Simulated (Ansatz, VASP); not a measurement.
**One calculation of KTaO3, two programs**

File INCAR:

```
SYSTEM = KTaO3
ALGO = Normal ; EDIFF = 1E-6
EDIFFG = -0.005 ; ENCUT = 600
GGA = PS ; IBRION = 2
ISIF = 3 ; ISMEAR = 0
LASPH = .True. ; LCHARG = .False.
LREAL = .False. ; LWAVE = .False.
NELM = 80 ; NSW = 70
PREC = Accurate ; SIGMA = 0.02
```

File KPOINTS:

```
k-points
0
Gamma
  8 8 8
  0 0 0
```

The input POSCAR:

```
KTaO3
1.0
    4.0243806737      0.0000000000      0.0000000000
    0.0000000000      4.0243806737      0.0000000000
    0.0000000000      0.0000000000      4.0243806737
K Ta O
1 1 3
Direct
    0.5000000000      0.5000000000      0.5000000000
    0.0000000000      0.0000000000      0.0000000000
    0.5000000000      0.0000000000      0.0000000000
    0.0000000000      0.5000000000      0.0000000000
    0.0000000000      0.0000000000      0.5000000000
```

Input for Ansatz:

```yaml
crystal:
  lattice:
    - [4.0243806737, 0.0, 0.0]
    - [0.0, 4.0243806737, 0.0]
    - [0.0, 0.0, 4.0243806737]
  atoms:
    - { symbol: K, position: [0.5, 0.5, 0.5] }
    - { symbol: Ta, position: [0.0, 0.0, 0.0] }
    - { symbol: O, position: [0.5, 0.0, 0.0] }
    - { symbol: O, position: [0.0, 0.5, 0.0] }
    - { symbol: O, position: [0.0, 0.0, 0.5] }
basis:
  ecutwfc: 420
kpoints:
  mp_grid: { grid: [8, 8, 8] }
hamiltonian:
  xc: pbesol
scf:
  occupations: { method: gaussian, width: 0.02 }
output:
  forces: true
  stress: true
  eigenvalues: true
relax:
  adjacent_minimum: "off"
  f_tol: 0.005
  max_steps: 50
  cell: { stress_tol: 0.05 }
```

Alike in both runs: task relaxation of cell and atoms; functional PBEsol; k mesh 8 × 8 × 8; occupations gaussian, width 0.02 eV; no spin polarisation.

|  | VASP | Ansatz |
| --- | --- | --- |
| version | VASP 6.6.1 | Ansatz 0.2.0 |
| potentials or method | VASP PAW PBE potentials, release 64 (K_sv, Ta_pv, O), cutoff 600 eV | scalar-relativistic, plane waves, PAW |
| valence electrons in the cell | 38 | 40 |

Ansatz gave:

| Item | Value |
| --- | --- |
| gap on the k mesh at the Fermi level, each at its own relaxed structure (eV) | 2.14 |
| relaxed volume (Å³/atom) | 12.66 |
| relaxed length of the cell vector where the two differ most in proportion (Å) | 3.985 |

Q: Estimate VASP's values.

A: gap on the k mesh at the Fermi level, each at its own relaxed structure (eV): 2.09; relaxed volume (Å³/atom): 12.70; relaxed length of the cell vector where the two differ most in proportion (Å): 3.989.

VASP's potentials were made for PBE, not for PBEsol. VASP's potentials hold 38 valence electrons a cell and Ansatz's 40, so a difference there can come from the potentials and not from the codes.

Neither program's run includes spin-orbit coupling.
